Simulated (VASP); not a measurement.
# MgF2 (rutile type) (P4_2/mnm) in VASP: further runs

The runs below take MgF2 (rutile type) through relaxation of shape and atoms at fixed volume, single point, with PBEsol.

All numbers are computed with VASP 6.6.1; they aren't measurements. Logs are shortened: lines on timing, memory, paths and dates and some standing lists are left out, and cuts for length are marked.

## 1. The cell of the first run

Symmetry: P4_2/mnm, No. 136, tetragonal system. Conventional cell: a = 3.956 Å, b = 3.956 Å, c = 2.611 Å, α = 90.00°, β = 90.00°, γ = 90.00°. Within 2.3 Å of Mg (site symmetry mmm) lie 6 F at 1.70 to 1.71 Å. F (site symmetry m2m) has 3 Mg at 1.70 to 1.71 Å and 1 F at 2.20 Å within 2.3 Å.

## 2. Relaxation of shape and atoms at fixed volume, PBEsol

INCAR reads:

```
SYSTEM = MgF2
ALGO = Normal
EDIFF = 1E-7
EDIFFG = -0.005
ENCUT = 600
GGA = PS
GGA_COMPAT = .FALSE.
IBRION = 2
ISIF = 4
ISMEAR = -1
LASPH = .TRUE.
LCHARG = .FALSE.
LREAL = .FALSE.
LWAVE = .FALSE.
NELM = 120
NELMIN = 4
NSW = 50
PREC = Accurate
SIGMA = 0.08
```

KPOINTS reads:

```
k-points
0
G
  7 7 10
  0 0 0
```

POSCAR reads:

```
MgF2
1.0
    3.9558966328      0.0000000000      0.0000000000
    0.0000000000      3.9558966328      0.0000000000
    0.0000000000      0.0000000000      2.6113622172
Mg F
2 4
Direct
    0.0000000000      0.0000000000      0.0000000000
    0.5000000000      0.5000000000      0.5000000000
    0.3033899452      0.3033899452      0.0000000000
    0.6966100548      0.6966100548      0.0000000000
    0.8033899452      0.1966100548      0.5000000000
    0.1966100548      0.8033899452      0.5000000000
```

Potentials or basis: VASP PAW PBE potentials, release 64 (Mg, F).

Launch:

```console
> cat potpaw_PBE.64/Mg/POTCAR potpaw_PBE.64/F/POTCAR > POTCAR
> mpirun -np 1 vasp_std > vasp.out
```

OUTCAR:

```text
SYSTEM = MgF2
   EDIFF = 1E-7
   EDIFFG = -0.005
   ENCUT = 600
   GGA = PS
   IBRION = 2
   ISIF = 4
   ISMEAR = -1
   LASPH = .TRUE.
   LREAL = .FALSE.
   NELM = 120
   NELMIN = 4
   NSW = 50
   PREC = Accurate

 ion  position               nearest neighbor table
   1  0.000  0.000  0.000-   3 1.70   4 1.70   5 1.71   6 1.71   5 1.71   6 1.71   2 3.09   2 3.09
                             2 3.09   2 3.09   2 3.09   2 3.09   2 3.09   2 3.09
   2  0.500  0.500  0.500-   5 1.70   6 1.70   3 1.71   4 1.71   3 1.71   4 1.71   1 3.09   1 3.09
                             1 3.09   1 3.09   1 3.09   1 3.09   1 3.09   1 3.09
   3  0.303  0.303  0.000-   1 1.70   2 1.71   2 1.71
   4  0.697  0.697  0.000-   1 1.70   2 1.71   2 1.71
   5  0.803  0.197  0.500-   2 1.70   1 1.71   1 1.71
   6  0.197  0.803  0.500-   2 1.70   1 1.71   1 1.71

  LATTYP: Found a simple tetragonal cell.
 ALAT       =     3.9558966328
 C/A-ratio  =     0.6601189211

  Lattice vectors:

 A1 = (   3.9558966328,   0.0000000000,   0.0000000000)
 A2 = (   0.0000000000,   3.9558966328,   0.0000000000)
 A3 = (   0.0000000000,   0.0000000000,   2.6113622172)

Analysis of symmetry for initial positions (statically):
=====================================================================
 Subroutine PRICEL returns:
 Original cell was already a primitive cell.

 Routine SETGRP: Setting up the symmetry group for a
 simple tetragonal supercell.

 Subroutine GETGRP returns: Found 16 space group operations
 (whereof  8 operations were pure point group operations)
 out of a pool of 16 trial point group operations.

The static configuration has the point symmetry D_2h.
 The point group associated with its full space group is D_4h.

Analysis of symmetry for dynamics (positions and initial velocities):
=====================================================================
 Subroutine PRICEL returns:
 Original cell was already a primitive cell.

 Routine SETGRP: Setting up the symmetry group for a
 simple tetragonal supercell.

 Subroutine GETGRP returns: Found 16 space group operations
 (whereof  8 operations were pure point group operations)
 out of a pool of 16 trial point group operations.

The dynamic configuration has the point symmetry D_2h.
 The point group associated with its full space group is D_4h.

 Subroutine INISYM returns: Found 16 space group operations
 (whereof  8 operations are pure point group operations),
 and found     1 'primitive' translations
[... 109 lines left out ...]
   ISIF   =      4    stress and relaxation
   ISYM   =      2    0-nonsym 1-usesym 2-fastsym
   POTIM  = 0.5000    time-step for ionic-motion
   TEBEG  =    0.0;   TEEND  =   0.0 temperature during run
   PSTRESS=    0.0 pullay stress
   NELECT =      32.0000    total number of electrons
   NUPDOWN=      -1.0000    fix difference up-down
   EMIN   =  10.00;   EMAX   =-10.00  energy-range for DOS
   EFERMI =   0.00;   METHOD = LEGACY
   ISMEAR =    -1;   SIGMA  =   0.08  broadening in eV -4-tet -1-fermi 0-gaus
   EFERMI_NEDOS =   21; number of points for ismear=-14 and -15
   IALGO  =     38    algorithm
   IMIX   =      4    mixing-type and parameters
     AMIX     =   0.40;   BMIX     =  1.00
     AMIX_MAG =   1.60;   BMIX_MAG =  1.00
  volume/ion in A,a.u.               =       6.81        45.96
  Fermi-wavevector in a.u.,A,eV,Ry     =   1.508942  2.851487 30.979179  2.276905
  Thomas-Fermi vector in A             =   2.619330
   LORBIT       =      0    0 simple, 1 ext, 2 COOP (PROOUT), +10 PAW based schemes
   GGA     = PS    functional components
   LHFCALC =     F    Hartree Fock is set to
   AEXX    =    0.0000 exact exchange contribution
   IVDW    =     0    specifies the selected vdW correction
   LEPSILON=     F    determine dielectric tensor
   LRPA    =     F    only Hartree local field effects (RPA)
 conjugate gradient relaxation of ions
 non-spin polarized calculation
  energy-cutoff  :      600.00
  volume of cell :       40.87
 maximum number of plane-waves:      1395
 NGX is ok and might be reduce to    32
   NGX = 15   NGY = 15   NGZ = 11

--------------------------------------- Ionic step        1  -------------------------------------------

 number of electron      32.0000038 magnetization

 Free energy of the ion-electron system (eV)
  ---------------------------------------------------
  ext. energy  EPLUGINS =         0.00000000
  ---------------------------------------------------
  free energy    TOTEN  =       -25.65339040 eV

  energy without entropy =      -25.65339040  energy(sigma->0) =      -25.65339040

------------------------ aborting loop because EDIFF is reached ----------------------------------------

  FORCE on cell =-STRESS in cart. coord.  units (eV):
  Direction    XX          YY          ZZ          XY          YZ          ZX
  --------------------------------------------------------------------------------------
  -------------------------------------------------------------------------------------
  Total       33.3932239     33.3932239     38.5298744      0.0000000      0.0000000      0.0000000
  in kB     1309.2179351   1309.2179351   1510.6059449      0.0000000      0.0000000      0.0000000
  external PRESSURE =    1376.3472717 kB  Pullay stress =       0.0000000 kB
[... 307 lines left out ...]
--------------------------------------- Ionic step        9  -------------------------------------------

 number of electron      32.0000000 magnetization

 Free energy of the ion-electron system (eV)
  ---------------------------------------------------
  ext. energy  EPLUGINS =         0.00000000
  ---------------------------------------------------
  free energy    TOTEN  =       -25.73999451 eV

  energy without entropy =      -25.73999451  energy(sigma->0) =      -25.73999451

 E-fermi :   4.1348     XC(G=0): -12.5574

 val. band max:        2.5391656933   @ k =   0.0000   0.0000   0.0000
 cond. band min:      13.1990737170   @ k =   0.0000   0.0000   0.0000
 fundamental gap:     10.6599080237
 Fermi energy:         4.1347953478

 k-point     1 :       0.0000    0.0000    0.0000
  band No.  band energies     occupation
      1     -20.5800      2.00000
      2     -18.2819      2.00000
      3     -18.2819      2.00000
      4     -18.1252      2.00000
      5      -3.6581      2.00000
      6      -2.6642      2.00000
[... 541 lines left out ...]
     19      19.8377      0.00000
     20      19.8706      0.00000

 [... further k-points ...]

------------------------ aborting loop because EDIFF is reached ----------------------------------------

  FORCE on cell =-STRESS in cart. coord.  units (eV):
  Direction    XX          YY          ZZ          XY          YZ          ZX
  --------------------------------------------------------------------------------------
  -------------------------------------------------------------------------------------
  Total       34.7426230     34.7426230     34.7470533      0.0000000      0.0000000      0.0000000
  in kB     1362.1226047   1362.1226047   1362.2962985      0.0000000      0.0000000      0.0000000
  external PRESSURE =    1362.1805026 kB  Pullay stress =       0.0000000 kB
[... 21 lines left out ...]
  FREE ENERGIE OF THE ION-ELECTRON SYSTEM (eV)
  ---------------------------------------------------
  free  energy   TOTEN  =       -25.7399945095 eV

  energy  without entropy=      -25.7399945094  energy(sigma->0) =      -25.73999451

 reached required accuracy - stopping structural energy minimisation
```

It took 1.9 min on 1 thread of Intel Xeon 6975P-C (Granite Rapids), shared host; peak memory 0.19 GiB.

Results:

* Free energy: -25.7400 eV
* Energy gained by relaxing: 14.4 meV/atom
* Ionic steps: 9
* Pressure after relaxing: 136.2 GPa
* Band gap on the k mesh: 10.66 eV

The path:
| step | energy change (eV) | largest force (eV/Å) | pressure (GPa) | volume (Å³) |
| --- | --- | --- | --- | --- |
| 1 | 0.0000 | 1.4227 | 137.63 | 40.87 |
| 2 | 0.3433 | 3.5984 | 139.12 | 40.87 |
| 3 | -0.0823 | 0.0451 | 136.36 | 40.87 |
| 4 | -0.0823 | 0.0759 | 136.34 | 40.87 |
| 5 | -0.0843 | 0.0604 | 136.32 | 40.87 |
| 6 | -0.0866 | 0.0131 | 136.21 | 40.87 |
| 7 | -0.0866 | 0.0144 | 136.21 | 40.87 |
| 8 | -0.0865 | 0.0493 | 136.24 | 40.87 |
| 9 | -0.0866 | 0.0006 | 136.22 | 40.87 |

Final structure:
```xyz
6
Lattice="3.9174 0.0000 0.0000 0.0000 3.9174 0.0000 0.0000 0.0000 2.6629" Properties=species:S:1:pos:R:3 pbc="T T T"
Mg    0.0000    0.0000    0.0000
Mg    1.9587    1.9587    1.3315
F     1.1796    1.1796    0.0000
F     2.7378    2.7378    0.0000
F     3.1383    0.7791    1.3315
F     0.7791    3.1383    1.3315
```

Caveat: the PAW data sets were made with another functional, which shifts forces and pressure a little; an odd mesh through Γ misses points on the zone boundary, where band edges can lie.

## 3. Relaxation of shape and atoms at fixed volume, PBEsol

This run uses another cell than the first one, of 7.91 Å³/atom.

INCAR reads:

```
PREC = Accurate
ENCUT = 600
EDIFF = 1E-7
ISMEAR = -1
SIGMA = 0.08
LREAL = False
LASPH = True
NELM = 120
ALGO = Normal
ISIF = 4
LWAVE = False
LCHARG = False
GGA = PS
IBRION = 2
NSW = 50
EDIFFG = -0.005
GGA_COMPAT = False
NELMIN = 4
```

KPOINTS reads:

```
regular mesh
0
Gamma
  7 7 10
```

POSCAR, as its differences from that of step 2:

```diff
@@ -2,5 +2,5 @@
 1.0
-    3.9558966328      0.0000000000      0.0000000000
-    0.0000000000      3.9558966328      0.0000000000
-    0.0000000000      0.0000000000      2.6113622172
+    4.1580707119      0.0000000000      0.0000000000
+    0.0000000000      4.1580707119      0.0000000000
+    0.0000000000      0.0000000000      2.7448211521
 Mg F
```

Potentials or basis: VASP PAW PBE potentials, release 64 (Mg, F).

Launch:

```console
> cat potpaw_PBE.64/Mg/POTCAR potpaw_PBE.64/F/POTCAR > POTCAR
> mpirun -np 1 vasp_std > vasp.out
```

Wall time 2.8 min (1 thread of Intel Xeon 6975P-C (Granite Rapids), shared host); peak memory 0.21 GiB.

Results (log left out):

- Free energy: -29.7832 eV
- Energy gained by relaxing: 7.1 meV/atom
- Ionic steps: 9
- Pressure after relaxing: 66.3 GPa
- Band gap on the k mesh: 9.35 eV

Step by step:
```csv
step,energy change (eV),largest force (eV/Å),pressure (GPa),volume (Å³)
1,0.0000,0.7941,67.10,47.46
2,0.0045,0.9247,66.33,47.46
3,-0.0414,0.0301,66.32,47.46
4,-0.0414,0.0472,66.31,47.46
5,-0.0420,0.0373,66.30,47.46
6,-0.0425,0.0119,66.28,47.46
7,-0.0425,0.0149,66.28,47.46
8,-0.0425,0.0262,66.30,47.46
9,-0.0425,0.0001,66.28,47.46
```

Final structure:
```yaml
crystal:
  lattice:
    - [4.13083, 0.00000, 0.00000]
    - [0.00000, 4.13083, 0.00000]
    - [0.00000, 0.00000, 2.78114]
  atoms:
    - { symbol: Mg, position: [0.00000, 0.00000, 0.00000] }
    - { symbol: Mg, position: [0.50000, 0.50000, 0.50000] }
    - { symbol: F, position: [0.30094, 0.30094, 0.00000] }
    - { symbol: F, position: [0.69906, 0.69906, 0.00000] }
    - { symbol: F, position: [0.80094, 0.19906, 0.50000] }
    - { symbol: F, position: [0.19906, 0.80094, 0.50000] }
```

Levels at points of the mesh, in eV from the valence-band top:
```tsv
k point	band 13	band 14	band 15	band 16	band 17	band 18	band 19	band 20
(0.00, 0.00, 0.00)	-0.80	-0.32	-0.32	0.00	9.35	14.22	14.22	14.76
(0.00, 0.00, 0.50)	-1.78	-1.78	-1.31	-1.31	14.36	14.36	17.00	17.00
```

Caveat: the PAW data sets were made with another functional, which shifts forces and pressure a little; an odd mesh through Γ misses points on the zone boundary, where band edges can lie.

(Continued in part 2 of 2.)
